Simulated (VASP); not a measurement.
Set up this calculation in VASP 6.6.1, as the native input.

| Property | Result |
| --- | --- |
| Task | single point |
| Functional | r2SCAN |
| Potentials or basis | VASP PAW PBE potentials, release 64 (Zn, S) |
| Cutoff | 520 eV |
| k mesh | 6 × 6 × 2 |
| Occupations | gaussian, width 0.05 eV |
| Spin | no spin polarisation |
| Dipole correction | no |
| Further INCAR settings | ALGO = Normal; EDIFF = 1e-07; NBANDS = 46 |

The system is ZnS.

```
Zn S
1.0
     3.86587    0.00000    0.00000
    -1.93293    3.34794    0.00000
     0.00000    0.00000   12.27947
Zn S
4 4
Cartesian
  0.0000 0.0000 0.0014
  0.0000 0.0000 6.1411
  0.0000 2.2320 3.0707
  1.9329 1.1160 9.2105
  0.0000 0.0000 2.2992
  0.0000 0.0000 8.4389
  0.0000 2.2320 5.3732
  1.9329 1.1160 11.5130
```

This cell differs from its parent crystal: strain +0.015 along x and y, -0.015 along z.

These files were run (other wordings do the same):

POSCAR

```
ZnS
1.0
    3.8658679689      0.0000000000      0.0000000000
   -1.9329339845      3.3479398688      0.0000000000
    0.0000000000      0.0000000000     12.2794681660
Zn S
4 4
Direct
    0.0000000000      0.0000000000      0.0001143924
    0.0000000000      0.0000000000      0.5001143924
    0.3333333333      0.6666666667      0.2500706174
    0.6666666667      0.3333333333      0.7500706174
    0.0000000000      0.0000000000      0.1872361436
    0.0000000000      0.0000000000      0.6872361436
    0.3333333333      0.6666666667      0.4375788466
    0.6666666667      0.3333333333      0.9375788466
```

INCAR.step1

```
  ALGO = Normal
  EDIFF = 1E-4
  ENCUT = 520
  GGA = PE
  ISMEAR = 0
  LASPH = True
  LCHARG = False
  LREAL = False
  LWAVE = True
  NBANDS = 46
  NELM = 100
  PREC = Accurate
  SIGMA = 0.05
```

INCAR.step2

```
  ALGO = Normal
  EDIFF = 1E-7
  ENCUT = 520
  ISIF = 2
  ISMEAR = 0
  ISTART = 1
  LASPH = True
  LCHARG = False
  LMIXTAU = True
  LREAL = False
  LWAVE = False
  METAGGA = R2SCAN
  NBANDS = 46
  NELM = 100
  PREC = Accurate
  SIGMA = 0.05
```

KPOINTS

```
k-points
0
Gamma
  6 6 2
```

Potentials or basis: VASP PAW PBE potentials, release 64 (Zn, S).

Command:

```console
$ cat potpaw_PBE.64/Zn/POTCAR potpaw_PBE.64/S/POTCAR > POTCAR
$ cp INCAR.step1 INCAR
$ mpirun -np 1 vasp_std > vasp.out
$ cp INCAR.step2 INCAR
$ mpirun -np 1 vasp_std > vasp.out
```

It gave:

* Pressure: -0.9 GPa
* Largest force: 0.205 eV/Å
* Band gap on the k mesh: 2.66 eV

Caveat: the cell differs from its parent crystal (strain +0.015 along x and y, -0.015 along z); the PAW data sets were made with another functional, which shifts forces and pressure a little.

Wall time 7.4 min on 1 thread of Intel(R) Xeon(R) 6975P-C (Granite Rapids), on a shared host, peak memory 0.34 GiB.
